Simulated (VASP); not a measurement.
Input of a VASP 6.6.1 run:

POSCAR

```
HfO2
1.0
    2.5488057606     -2.5488057606      0.0000000000
    2.5488057606      0.0000000000     -2.5488057606
    9.7705920027      2.7611212805      2.7611212805
Hf O
3 6
Direct
   -0.6493444450     -0.6493444450      0.7083500000
   -0.0104444450     -0.0104444450      0.3750166667
    0.6284555550      0.6284555550      0.0416833333
    0.3992805550      0.3992805550      0.2916833333
    0.1214805550     -0.8785194450      0.9583500000
   -0.2396194450     -0.2396194450      0.6250166667
   -0.0590694450     -0.0590694450      0.7916833333
    0.5798305550      0.5798305550      0.4583500000
    0.2187305550      0.2187305550      0.1250166667
```

The input INCAR.step1:

```
  PREC = Accurate
  ENCUT = 520
  ISMEAR = 0
  SIGMA = 0.05
  LREAL = False
  LASPH = True
  NELM = 80
  NBANDS = 43
  GGA = PE
  ALGO = Normal
  EDIFF = 1E-4
  LWAVE = True
  LCHARG = False
```

INCAR.step2

```
  PREC = Accurate
  ENCUT = 520
  EDIFF = 1E-6
  ISMEAR = 0
  SIGMA = 0.05
  LREAL = False
  LASPH = True
  NELM = 80
  ALGO = Normal
  ISIF = 2
  LWAVE = False
  LCHARG = True
  METAGGA = R2SCAN
  LMIXTAU = True
  LELF = True
  LVHAR = True
  NBANDS = 43
  ISTART = 1
```

KPOINTS

```
Automatic mesh
0
Gamma
  7 7 3
```

Potentials or basis: VASP PAW PBE potentials, release 64 (Hf_pv, O).

Launch:

```bash
$ cat potpaw_PBE.64/Hf_pv/POTCAR potpaw_PBE.64/O/POTCAR > POTCAR
$ cp INCAR.step1 INCAR
$ mpirun -np 1 vasp_std > vasp.out
$ cp INCAR.step2 INCAR
$ mpirun -np 1 vasp_std > vasp.out
```

Problem. Predict the band gap on the k mesh.

Solution. 3.70 eV, indirect (least direct gap 4.03 eV).

Problem. Estimate the pressure.

Solution. -5.1 GPa.

Problem. Predict the largest force.

Solution. 3.979 eV/Å.

Forces in eV/Å, atoms in the order of the input:
```
Hf  -0.145 -0.146 -0.146
Hf   0.073  0.005  0.005
Hf   0.927  0.642  0.642
O    0.126 -0.162 -0.162
O   -3.979 -0.017 -0.017
O   -0.044  0.023  0.023
O   -0.433  0.374  0.374
O    0.000 -0.020 -0.020
O    3.475 -0.700 -0.700
```

Caveat: the PAW data sets were made with another functional, which shifts forces and pressure a little; spin-orbit coupling is left out, which moves the levels of the heavy elements. A k mesh can miss the band edges.
